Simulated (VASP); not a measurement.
# Rh in VASP: single point with r2SCAN+U

Aim: the single point of Rh with r2SCAN+U.

All numbers are computed with VASP 6.6.1; they aren't measurements. Logs are shortened: lines on timing, memory, paths and dates and some standing lists are left out, and cuts for length are marked.

## Step 1: The cell of the first run

The cell holds a slab with vacuum, 6 atoms: a = 2.687 Å, b = 2.687 Å, c = 25.969 Å, α = 90.00°, β = 90.00°, γ = 120.00°.

## Step 2: Single point, r2SCAN+U

Contents of POSCAR:

```
Rh
1.0
    2.6869369048      0.0000000000      0.0000000000
   -1.3434684524      2.3269556180      0.0000000000
    0.0000000000      0.0000000000     25.9693739798
Rh
6
Direct
    0.6666666667      0.3333333333      0.2888017249
    0.3333333333      0.6666666667      0.3732810349
    0.0000000000      0.0000000000      0.4577603450
    0.6666666667      0.3333333333      0.5422396550
    0.3333333333      0.6666666667      0.6267189651
    0.0000000000      0.0000000000      0.7111982751
```

Contents of INCAR.step1:

```
ALGO = Normal ; DIPOL = 0.5 0.5 0.500
EDIFF = 1E-4 ; ENCUT = 520
GGA = PE ; IDIPOL = 3
ISMEAR = 0 ; LASPH = True
LCHARG = False ; LDAU = True
LDAUJ = 0 ; LDAUL = 2
LDAUTYPE = 2 ; LDAUU = 8
LDIPOL = True ; LMAXMIX = 4
LREAL = False ; LWAVE = True
NBANDS = 54 ; NELM = 150
PREC = Accurate ; SIGMA = 0.1
```

Contents of INCAR.step2:

```
ALGO = Normal ; DIPOL = 0.5 0.5 0.500
EDIFF = 1E-6 ; ENCUT = 520
IDIPOL = 3 ; ISIF = 2
ISMEAR = 0 ; ISTART = 1
LASPH = True ; LCHARG = False
LDAU = True ; LDAUJ = 0
LDAUL = 2 ; LDAUPRINT = 1
LDAUTYPE = 2 ; LDAUU = 8
LDIPOL = True ; LMAXMIX = 4
LMIXTAU = True ; LREAL = False
LWAVE = False ; METAGGA = R2SCAN
NBANDS = 54 ; NELM = 150
PREC = Accurate ; SIGMA = 0.1
```

Contents of KPOINTS:

```
k-points
0
Gamma
  15 15 1
```

Potentials or basis: VASP PAW PBE potentials, release 64 (Rh_pv).

Launch:

```bash
$ cat potpaw_PBE.64/Rh_pv/POTCAR > POTCAR
$ cp INCAR.step1 INCAR
$ mpirun -np 1 vasp_std > vasp.out
$ cp INCAR.step2 INCAR
$ mpirun -np 1 vasp_std > vasp.out
```

OUTCAR:

```text
EDIFF = 1E-6
   ENCUT = 520
   ISIF = 2
   ISMEAR = 0
   ISTART = 1
   LASPH = True
   LREAL = False
   METAGGA = R2SCAN
   NELM = 150
   PREC = Accurate

 ion  position               nearest neighbor table
   1  0.667  0.333  0.289-   2 2.69   2 2.69   2 2.69
   2  0.333  0.667  0.373-   1 2.69   1 2.69   1 2.69   3 2.69   3 2.69   3 2.69
   3  0.000  0.000  0.458-   4 2.69   4 2.69   4 2.69   2 2.69   2 2.69   2 2.69
   4  0.667  0.333  0.542-   3 2.69   3 2.69   3 2.69   5 2.69   5 2.69   5 2.69
   5  0.333  0.667  0.627-   6 2.69   6 2.69   6 2.69   4 2.69   4 2.69   4 2.69
   6  0.000  0.000  0.711-   5 2.69   5 2.69   5 2.69

  LATTYP: Found a hexagonal cell.
 ALAT       =     2.6869369048
 C/A-ratio  =     9.6650479337

  Lattice vectors:

 A1 = (   2.6869369048,   0.0000000000,   0.0000000000)
 A2 = (  -1.3434684524,   2.3269556180,   0.0000000000)
 A3 = (   0.0000000000,   0.0000000000,  25.9693739798)

Analysis of symmetry for initial positions (statically):
=====================================================================
 Subroutine PRICEL returns:
 Original cell was already a primitive cell.

 Routine SETGRP: Setting up the symmetry group for a
 hexagonal supercell.

 Subroutine GETGRP returns: Found 12 space group operations
 (whereof  6 operations were pure point group operations)
 out of a pool of 24 trial point group operations.

The static configuration has the point symmetry C_3v.
 The point group associated with its full space group is D_3d.

Analysis of symmetry for dynamics (positions and initial velocities):
=====================================================================
 Subroutine PRICEL returns:
 Original cell was already a primitive cell.

 Routine SETGRP: Setting up the symmetry group for a
 hexagonal supercell.

 Subroutine GETGRP returns: Found 12 space group operations
 (whereof  6 operations were pure point group operations)
 out of a pool of 24 trial point group operations.

The dynamic configuration has the point symmetry C_3v.
 The point group associated with its full space group is D_3d.

 Subroutine INISYM returns: Found 12 space group operations
 (whereof  6 operations are pure point group operations),
 and found     1 'primitive' translations

----------------------------------------------------------------------------------------

                                     Primitive cell

  volume of cell :     162.3705

  direct lattice vectors                    reciprocal lattice vectors
     2.686936905  0.000000000  0.000000000     0.372171002  0.214873028  0.000000000
    -1.343468452  2.326955618  0.000000000     0.000000000  0.429746056  0.000000000
     0.000000000  0.000000000 25.969373980     0.000000000  0.000000000  0.038506897

  length of vectors
     2.686936905  2.686936905 25.969373980     0.429746056  0.429746056  0.038506897

  position of ions in fractional coordinates (direct lattice)
     0.666666667  0.333333333  0.288801725
     0.333333333  0.666666667  0.373281035
     0.000000000  0.000000000  0.457760345
     0.666666667  0.333333333  0.542239655
     0.333333333  0.666666667  0.626718965
     0.000000000  0.000000000  0.711198275

  ion indices of the primitive-cell ions
   primitive index   ion index
                 1           1
                 2           2
                 3           3
                 4           4
[... 56 lines left out ...]
   k-points           NKPTS =     27   k-points in BZ     NKDIM =     27   number of bands    NBANDS=     54
   number of dos      NEDOS =    301   number of ions     NIONS =      6
   total plane-waves  NPLWV =  78400
   dimension x,y,z NGX =    20 NGY =   20 NGZ =  196
   dimension x,y,z NGXF=    40 NGYF=   40 NGZF=  392
   ions per type =               6
   NGX,Y,Z   is equivalent  to a cutoff of  12.37, 12.37, 12.55 a.u.
   NGXF,Y,Z  is equivalent  to a cutoff of  24.75, 24.75, 25.09 a.u.
 SYSTEM =  unknown system
   PREC   = accura    normal or accurate (medium, high low for compatibility)
   ISTART =      1    job   : 0-new  1-cont  2-samecut
   ICHARG =      0    charge: 1-file 2-atom 10-const
   ISPIN  =      1    spin polarized calculation?
   LNONCOLLINEAR =      F non collinear calculations
   LSORBIT =      F    spin-orbit coupling
   LASPH  =      T    aspherical Exc in radial PAW
   ENCUT  =  520.0 eV  38.22 Ry    6.18 a.u.   5.00  5.00 48.29*2*pi/ulx,y,z
   NELM   =    150;   NELMIN=  2; NELMDL=  0     # of ELM steps
   EDIFF  = 0.1E-05   stopping-criterion for ELM
   LREAL  =      F    real-space projection
   EDIFFG = 0.1E-04   stopping-criterion for IOM
   NSW    =      0    number of steps for IOM
   IBRION =     -1    ionic relax: 0-MD 1-quasi-New 2-CG
   NFREE  =      0    steps in history (QN), initial steepest desc. (CG)
   ISIF   =      2    stress and relaxation
   ISYM   =      2    0-nonsym 1-usesym 2-fastsym
   POTIM  = 0.5000    time-step for ionic-motion
   TEBEG  =    0.0;   TEEND  =   0.0 temperature during run
   PSTRESS=    0.0 pullay stress
   NELECT =      90.0000    total number of electrons
   NUPDOWN=      -1.0000    fix difference up-down
   EMIN   =  10.00;   EMAX   =-10.00  energy-range for DOS
   EFERMI =   0.00;   METHOD = LEGACY
   ISMEAR =     0;   SIGMA  =   0.10  broadening in eV -4-tet -1-fermi 0-gaus
   EFERMI_NEDOS =   21; number of points for ismear=-14 and -15
   IALGO  =     38    algorithm
   IMIX   =      4    mixing-type and parameters
     AMIX     =   0.40;   BMIX     =  1.00
     AMIX_MAG =   1.60;   BMIX_MAG =  1.00
  volume/ion in A,a.u.               =      27.06       182.62
  Fermi-wavevector in a.u.,A,eV,Ry     =   1.344786  2.541278 24.605463  1.808451
  Thomas-Fermi vector in A             =   2.472752
   LORBIT       =      0    0 simple, 1 ext, 2 COOP (PROOUT), +10 PAW based schemes
 LDA+U is selected, type is set to LDAUTYPE =  2
   angular momentum for each species LDAUL =     2
   U (eV)           for each species LDAUU =   8.0
   J (eV)           for each species LDAUJ =   0.0
   METAGGA = R2SCAN    functional components
   LHFCALC =     F    Hartree Fock is set to
   AEXX    =    0.0000 exact exchange contribution
   IVDW    =     0    specifies the selected vdW correction
   LEPSILON=     F    determine dielectric tensor
   LRPA    =     F    only Hartree local field effects (RPA)
 non-spin polarized calculation
 Gauss-broadening in eV      SIGMA  =   0.10
  energy-cutoff  :      520.00
  volume of cell :      162.37
 maximum number of plane-waves:      4455
 NGX is ok and might be reduce to    20
   NGX =  9   NGY =  9   NGZ = 97

atom =   1  type =  1  l = 2

 onsite density matrix

spin component  1
[... 182 lines left out ...]
  o =  0.6197  v = -0.9282  0.0000 -0.0000 -0.3721 -0.0000  0.0000  0.0000  0.0000  0.0000  0.0000      0.0000  0.0000  0.0000  0.0000  0.0000  0.0000  0.0000  0.0000  0.0000  0.0000
  o =  0.6197  v =  0.0000  0.0000  0.0000  0.0000  0.0000 -0.9282  0.0000 -0.0000 -0.3721 -0.0000      0.0000  0.0000  0.0000  0.0000  0.0000  0.0000  0.0000  0.0000  0.0000  0.0000
  o =  0.6197  v =  0.0000 -0.3721  0.0000  0.0000 -0.9282  0.0000  0.0000  0.0000  0.0000  0.0000      0.0000  0.0000  0.0000  0.0000  0.0000  0.0000  0.0000  0.0000  0.0000  0.0000
  o =  0.6197  v =  0.0000  0.0000  0.0000  0.0000  0.0000  0.0000 -0.3721  0.0000  0.0000 -0.9282      0.0000  0.0000  0.0000  0.0000  0.0000  0.0000  0.0000  0.0000  0.0000  0.0000
  o =  0.7338  v =  0.0000  0.0000  0.0000  0.0000  0.0000  0.0000 -0.0000 -1.0000  0.0000 -0.0000      0.0000  0.0000  0.0000  0.0000  0.0000  0.0000  0.0000  0.0000  0.0000  0.0000
  o =  0.7338  v =  0.0000 -0.0000 -1.0000  0.0000 -0.0000  0.0000  0.0000  0.0000  0.0000  0.0000      0.0000  0.0000  0.0000  0.0000  0.0000  0.0000  0.0000  0.0000  0.0000  0.0000
  o =  0.9006  v = -0.3721  0.0000  0.0000  0.9282  0.0000  0.0000  0.0000  0.0000  0.0000  0.0000      0.0000  0.0000  0.0000  0.0000  0.0000  0.0000  0.0000  0.0000  0.0000  0.0000
  o =  0.9006  v =  0.0000  0.0000  0.0000  0.0000  0.0000 -0.3721  0.0000  0.0000  0.9282  0.0000      0.0000  0.0000  0.0000  0.0000  0.0000  0.0000  0.0000  0.0000  0.0000  0.0000
  o =  0.9006  v =  0.0000 -0.9282  0.0000 -0.0000  0.3721  0.0000  0.0000  0.0000  0.0000  0.0000      0.0000  0.0000  0.0000  0.0000  0.0000  0.0000  0.0000  0.0000  0.0000  0.0000
  o =  0.9006  v =  0.0000  0.0000  0.0000  0.0000  0.0000  0.0000 -0.9282  0.0000 -0.0000  0.3721      0.0000  0.0000  0.0000  0.0000  0.0000  0.0000  0.0000  0.0000  0.0000  0.0000

 number of electron      90.0000010 magnetization

 dipolmoment           0.000000      0.000000      0.000002 electrons x Angstroem

 Free energy of the ion-electron system (eV)
  ---------------------------------------------------
  ext. energy  EPLUGINS =         0.00000000
  ---------------------------------------------------
  free energy    TOTEN  =       -97.56673838 eV

  energy without entropy =      -97.52208303  energy(sigma->0) =      -97.54441070

 E-fermi :   2.8670     XC(G=0):  -8.1651

 val. band max:        2.8607180806   @ k =   0.4000   0.0000   0.0000
 cond. band min:       2.8736731153   @ k =   0.2667   0.0000   0.0000
 fundamental gap:      0.0129550347
 Fermi energy:         2.8670314118

 k-point     1 :       0.0000    0.0000    0.0000
  band No.  band energies     occupation
      1     -43.8792      2.00000
      2     -43.7479      2.00000
      3     -43.4854      2.00000
      4     -43.3657      2.00000
      5     -43.3657      2.00000
      6     -43.3113      2.00000
[... 1357 lines left out ...]
     53      10.4095      0.00000
     54      10.8393      0.00000

 [... further k-points ...]

------------------------ aborting loop because EDIFF is reached ----------------------------------------

 vacuum level on the upper side and lower side of the slab       (xc-potential included)        -0.012        -0.013

  FORCE on cell =-STRESS in cart. coord.  units (eV):
  Direction    XX          YY          ZZ          XY          YZ          ZX
  --------------------------------------------------------------------------------------
  -------------------------------------------------------------------------------------
  Total       -6.4446532     -6.4446532     -2.6626717      0.0000000      0.0000000      0.0000000
  in kB      -63.5920878    -63.5920878    -26.2736953      0.0000000      0.0000000      0.0000000
  external PRESSURE =     -51.1526237 kB  Pullay stress =       0.0000000 kB

 VOLUME and BASIS-vectors are now :
 -----------------------------------------------------------------------------
  energy-cutoff  :      520.00
  volume of cell :      162.37
      direct lattice vectors                 reciprocal lattice vectors
     2.686936905  0.000000000  0.000000000     0.372171002  0.214873028  0.000000000
    -1.343468452  2.326955618  0.000000000     0.000000000  0.429746056  0.000000000
     0.000000000  0.000000000 25.969373980     0.000000000  0.000000000  0.038506897

 POSITION                                       TOTAL-FORCE (eV/Angst)
 -----------------------------------------------------------------------------------
      1.34347      0.77565      7.50000         0.000000     -0.000000      0.151657
     -0.00000      1.55130      9.69387         0.000000     -0.000000      0.078861
      0.00000      0.00000     11.88775         0.000000     -0.000000      0.157027
      1.34347      0.77565     14.08162        -0.000000     -0.000000     -0.157027
     -0.00000      1.55130     16.27550        -0.000000      0.000000     -0.078861
      0.00000      0.00000     18.46937         0.000000     -0.000000     -0.151657
 -----------------------------------------------------------------------------------
    total drift:                                0.000000     -0.000000      0.000401

  FREE ENERGIE OF THE ION-ELECTRON SYSTEM (eV)
  ---------------------------------------------------
  free  energy   TOTEN  =       -97.5667383795 eV

  energy  without entropy=      -97.5220830303  energy(sigma->0) =      -97.54441070

 vacuum level on the upper side and lower side of the slab         7.923         7.923
```

Wall time 54 min (1 thread of Intel Xeon Platinum 8259CL at 2.50GHz (Skylake/Cascade Lake), shared host); peak memory 0.39 GiB.

Results:

- Free energy: -97.5667 eV
- Largest force: 0.157 eV/Å
- Band gap on the k mesh: zero (band 45 reaches 3.92 eV, above the bottom of band 46 at 1.60 eV)

Forces on the atoms (eV/Å):
```
Rh   0.000  0.000  0.152
Rh   0.000  0.000  0.079
Rh   0.000  0.000  0.157
Rh   0.000  0.000 -0.157
Rh   0.000  0.000 -0.079
Rh   0.000  0.000 -0.152
```

Levels at points of the mesh, in eV from the Fermi level:
| k point | band 42 | band 43 | band 44 | band 45 | band 46 | band 47 | band 48 | band 49 |
| --- | --- | --- | --- | --- | --- | --- | --- | --- |
| (0.00, 0.00, 0.00) | -2.37 | -2.28 | -1.64 | -1.26 | -1.26 | -0.61 | -0.61 | -0.25 |

Eigenvalues of the final occupation matrices:
| site | spin | trace | eigenvalues |
| --- | --- | --- | --- |
| site 1 d | 1 | 3.77 | 0.62 0.62 0.73 0.90 0.90 |
| site 1 d | 2 | 3.77 | 0.62 0.62 0.73 0.90 0.90 |
| site 2 d | 1 | 3.75 | 0.53 0.72 0.72 0.89 0.89 |
| site 2 d | 2 | 3.75 | 0.53 0.72 0.72 0.89 0.89 |
| site 3 d | 1 | 3.74 | 0.59 0.59 0.77 0.89 0.89 |
| site 3 d | 2 | 3.74 | 0.59 0.59 0.77 0.89 0.89 |
| site 4 d | 1 | 3.74 | 0.59 0.59 0.77 0.89 0.89 |
| site 4 d | 2 | 3.74 | 0.59 0.59 0.77 0.89 0.89 |
| site 5 d | 1 | 3.75 | 0.53 0.72 0.72 0.89 0.89 |
| site 5 d | 2 | 3.75 | 0.53 0.72 0.72 0.89 0.89 |
| site 6 d | 1 | 3.77 | 0.62 0.62 0.73 0.90 0.90 |
| site 6 d | 2 | 3.77 | 0.62 0.62 0.73 0.90 0.90 |

Caveat: the PAW data sets were made with another functional, which shifts forces and pressure a little; U without spin polarisation on a metal has little footing; the U is typed as a test and isn't derived for this compound.
